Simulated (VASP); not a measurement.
Here is a VASP 6.6.1 calculation.

Contents of INCAR:

```
SYSTEM = Ge3PdRu
ALGO     = Normal         ! electronic algorithm
EDIFF    = 1E-6           ! SCF threshold, eV
ENCUT    = 520            ! plane-wave cutoff, eV
GGA      = PE             ! functional
ISIF     = 2              ! what is computed and relaxed
ISMEAR   = 0              ! smearing method
ISPIN    = 2              ! spin polarisation
LASPH    = .True.         ! aspherical terms in the spheres
LCHARG   = .False.        ! write CHGCAR
LMAXMIX  = 4              ! l up to which the mixer works
LORBIT   = 11             ! projections on sites
LREAL    = .False.        ! projectors in reciprocal space
LWAVE    = .False.        ! write WAVECAR
MAGMOM   = 0 0 0 1 1      ! initial moments
NBANDS   = 45             ! bands
NELM     = 150            ! most SCF steps
PREC     = Accurate       ! precision mode
SIGMA    = 0.1            ! smearing width, eV
```

The input KPOINTS:

```
k-points
0
Gamma
  4 4 4
  0 0 0
```

POSCAR

```
Ge3PdRu
1.0
    4.7344801850      0.0000000000      0.0000000000
    0.0000000000      4.7344801850      0.0000000000
    0.0000000000      0.0000000000      4.7344801850
Ge Ru Pd
3 1 1
Direct
    0.0000000000      0.5000000000      0.5000000000
    0.5000000000      0.0000000000      0.5000000000
    0.5000000000      0.5000000000      0.0000000000
    0.0000000000      0.0000000000      0.0000000000
    0.5000000000      0.5000000000      0.5000000000
```

Potentials or basis: VASP PAW PBE potentials, release 64 (Ge_d, Ru_pv, Pd).

Launch:

```bash
$ cat potpaw_PBE.64/Ge_d/POTCAR potpaw_PBE.64/Ru_pv/POTCAR potpaw_PBE.64/Pd/POTCAR > POTCAR
$ mpirun -np 1 vasp_std > vasp.out
```

**Question.** Estimate the net moment.

**Answer.** 2.12 μB per cell.

**Question.** Predict the site moments.

**Answer.** Ge -0.00; Ru +1.93; Pd +0.02 μB.

**Question.** What does it give for the pressure?

**Answer.** 2.0 GPa.
